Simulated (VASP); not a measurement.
Write the native input for VASP 6.6.1 that does the following.

| Item | Value |
| --- | --- |
| Task | single point |
| Functional | LDA |
| Potentials or basis | VASP PAW LDA potentials, release 64 (Ti_sv, Al) |
| Cutoff | 520 eV |
| k mesh | 8 × 8 × 8 |
| Occupations | fermi-dirac, width 0.05 eV |
| Spin | no spin polarisation |
| Dipole correction | no |
| Further INCAR settings | ALGO = Normal; EDIFF = 1e-07; NBANDS = 14 |

The structure of TiAl lies in POSCAR:

```
TiAl
1.0
    3.1790640000      0.0000000000      0.0000000000
    0.0000000000      3.1790640000      0.0000000000
    0.0000000000      0.0000000000      3.1790640000
Ti Al
1 1
Direct
    0.0000000000      0.0000000000      0.0000000000
    0.5000000000      0.5000000000      0.5000000000
```

These files were run (other wordings do the same):

INCAR

```
SYSTEM = TiAl
PREC = Accurate ; ENCUT = 520
EDIFF = 1E-7 ; ISMEAR = -1
SIGMA = 0.05 ; LREAL = .FALSE.
LASPH = .TRUE. ; NELM = 100
ALGO = Normal ; ISIF = 2
LWAVE = .FALSE. ; LCHARG = .TRUE.
GGA = CA ; LELF = .TRUE.
LVHAR = .TRUE. ; NBANDS = 14
```

KPOINTS

```
Automatic mesh
0
G
  8 8 8
  0 0 0
```

Potentials or basis: VASP PAW LDA potentials, release 64 (Ti_sv, Al).

Launch:

```console
$ cat potpaw_LDA.64/Ti_sv/POTCAR potpaw_LDA.64/Al/POTCAR > POTCAR
$ mpirun -np 1 vasp_std > vasp.out
```

It gave:

```json
{
  "Pressure": "-5.7 GPa"
}
```

It took 4.1 s on 1 thread of Intel(R) Xeon(R) 6975P-C (Granite Rapids), with other jobs on the host, peak memory 0.13 GiB.
